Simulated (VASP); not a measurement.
# Au (Fm-3m) in VASP: further runs, part 2 of 2

VASP 6.6.1. Earlier steps stand in the parts before.

## (4) Single point, PBE

Input file INCAR:

```
PREC = Accurate
ENCUT = 520
EDIFF = 1E-7
ISMEAR = -1
SIGMA = 0.1
LREAL = F
LASPH = T
NELM = 100
ALGO = Normal
ISIF = 2
LWAVE = F
LCHARG = T
GGA = PE
LELF = T
LVHAR = T
NBANDS = 12
```

Input file KPOINTS:

```
Automatic mesh
0
Gamma
  8 8 8
```

Input file POSCAR:

```
Au
1.0
    0.0000000000      2.0782552709      2.0782552709
    2.0782552709      0.0000000000      2.0782552709
    2.0782552709      2.0782552709      0.0000000000
Au
1
Direct
    0.0000000000      0.0000000000      0.0000000000
```

Potentials or basis: VASP PAW PBE potentials, release 64 (Au).

Started as:

```bash
> cat potpaw_PBE.64/Au/POTCAR > POTCAR
> mpirun -np 1 vasp_std > vasp.out
```

OUTCAR:

```text
PREC = Accurate
   ENCUT = 520
   EDIFF = 1E-7
   ISMEAR = -1
   LREAL = F
   LASPH = T
   NELM = 100
   ISIF = 2
   GGA = PE

 ion  position               nearest neighbor table
   1  0.000  0.000  0.000-

  LATTYP: Found a face centered cubic cell.
 ALAT       =     4.1565105418

  Lattice vectors:

 A1 = (   0.0000000000,   2.0782552709,   2.0782552709)
 A2 = (   2.0782552709,   0.0000000000,   2.0782552709)
 A3 = (   2.0782552709,   2.0782552709,   0.0000000000)

Analysis of symmetry for initial positions (statically):
=====================================================================
 Subroutine PRICEL returns:
 Original cell was already a primitive cell.

 Routine SETGRP: Setting up the symmetry group for a
 face centered cubic supercell.

 Subroutine GETGRP returns: Found 48 space group operations
 (whereof 48 operations were pure point group operations)
 out of a pool of 48 trial point group operations.

The static configuration has the point symmetry O_h .

Analysis of symmetry for dynamics (positions and initial velocities):
[... 161 lines left out ...]
 fundamental gap:      0.2774609267
 Fermi energy:         8.5859903720

 k-point     1 :       0.0000    0.0000    0.0000
  band No.  band energies     occupation
      1      -0.6865      2.00000
      2       4.2113      2.00000
      3       4.2113      2.00000
      4       4.2113      2.00000
      5       5.5929      2.00000
      6       5.5929      2.00000
      7      23.2114      0.00000
      8      26.9108      0.00000
      9      26.9108      0.00000
     10      26.9108      0.00000
     11      31.6520      0.00000
     12      35.7452      0.00000
[... 331 lines left out ...]
 k-point    24 :      -0.3750    0.2500    0.1250
  band No.  band energies     occupation
      1       2.7359      2.00000
      2       3.6121      2.00000
      3       4.6421      2.00000
      4       4.9804      2.00000
      5       6.5649      2.00000
      6      11.2400      0.00000
      7      11.4704      0.00000
      8      20.4073      0.00000
      9      21.4526      0.00000
     10      26.0319      0.00000
     11      31.9422      0.00000
     12      34.9803      0.00000

 [... further k-points ...]
[... 5 lines left out ...]
  --------------------------------------------------------------------------------------
  -------------------------------------------------------------------------------------
  Total        0.0688850      0.0688850      0.0688850     -0.0000000      0.0000000      0.0000000
  in kB        6.1476407      6.1476407      6.1476407     -0.0000000      0.0000000      0.0000000
  external PRESSURE =       6.1476407 kB  Pullay stress =       0.0000000 kB

 VOLUME and BASIS-vectors are now :
 -----------------------------------------------------------------------------
  energy-cutoff  :      520.00
  volume of cell :       17.95
      direct lattice vectors                 reciprocal lattice vectors
     0.000000000  2.078255271  2.078255271    -0.240586422  0.240586422  0.240586422
     2.078255271  0.000000000  2.078255271     0.240586422 -0.240586422  0.240586422
     2.078255271  2.078255271  0.000000000     0.240586422  0.240586422 -0.240586422

 POSITION                                       TOTAL-FORCE (eV/Angst)
 -----------------------------------------------------------------------------------
      0.00000      0.00000      0.00000         0.000000      0.000000      0.000000
 -----------------------------------------------------------------------------------
    total drift:                               -0.000000      0.000000     -0.000000

  FREE ENERGIE OF THE ION-ELECTRON SYSTEM (eV)
  ---------------------------------------------------
  free  energy   TOTEN  =        -3.1955848002 eV

  energy  without entropy=       -3.1781613251  energy(sigma->0) =       -3.18687306
```

OSZICAR:

```text
N       E                     dE             d eps       ncg     rms          rms(c)
DAV:   1     0.452535094888E+02    0.45254E+02   -0.55827E+03   752   0.810E+02
DAV:   2    -0.287200429540E+01   -0.48126E+02   -0.44641E+02   796   0.178E+02
DAV:   3    -0.345428121666E+01   -0.58228E+00   -0.58157E+00   812   0.191E+01
DAV:   4    -0.345609357761E+01   -0.18124E-02   -0.18123E-02   848   0.119E+00
DAV:   5    -0.345610707367E+01   -0.13496E-04   -0.13497E-04   860   0.102E-01    0.809E+00
DAV:   6    -0.321289061707E+01    0.24322E+00   -0.68660E-01   760   0.661E+00    0.527E+00
DAV:   7    -0.319743824437E+01    0.15452E-01   -0.53365E-02   796   0.186E+00    0.265E+00
DAV:   8    -0.319559030601E+01    0.18479E-02   -0.11462E-03   772   0.283E-01    0.235E-01
DAV:   9    -0.319557892258E+01    0.11383E-04   -0.70554E-06   840   0.224E-02    0.246E-02
DAV:  10    -0.319558485844E+01   -0.59359E-05   -0.32548E-06   796   0.176E-02    0.200E-03
DAV:  11    -0.319558480024E+01    0.58205E-07   -0.72532E-08   672   0.205E-03
   1 F= -.31955848E+01 E0= -.31868731E+01  d E =-.174235E-01
```

Wall time 16 s (1 thread of AMD EPYC, shared host); peak memory 0.11 GiB.

What came out:

| Quantity | Value |
| --- | --- |
| Free energy | -3.1956 eV |
| Pressure | 0.6 GPa |

Levels at points of the mesh, in eV from the Fermi level:
```
           k point  band 4  band 5  band 6  band 7  band 8  band 9
(0.00, 0.00, 0.00)   -4.37   -2.99   -2.99   14.63   18.32   18.32
(0.50, 0.00, 0.00)   -1.90   -1.90   -0.67    2.85   14.07   16.78
(0.50, 0.50, 0.00)   -1.60   -1.60    1.21    5.41    9.90    9.90
```

Caveat: spin-orbit coupling is left out, which moves the levels of the heavy elements.

## (5) The runs side by side

```csv
k mesh,gap on the mesh (eV),pressure (GPa)
5 × 5 × 5,none,-0.9
6 × 6 × 6,none,0.9
8 × 8 × 8,none,0.6
```

Alike in all rows: task single point; level PBE; potentials or basis VASP PAW PBE potentials, release 64 (Au); no spin polarisation; cell as given; cutoff (eV) 520; smearing fermi-dirac 0.1 eV.

Caveats: some runs use coarse meshes; spin-orbit coupling is left out, which moves the levels of the heavy elements.

Absolute energies hang on the potentials; compare differences alone.
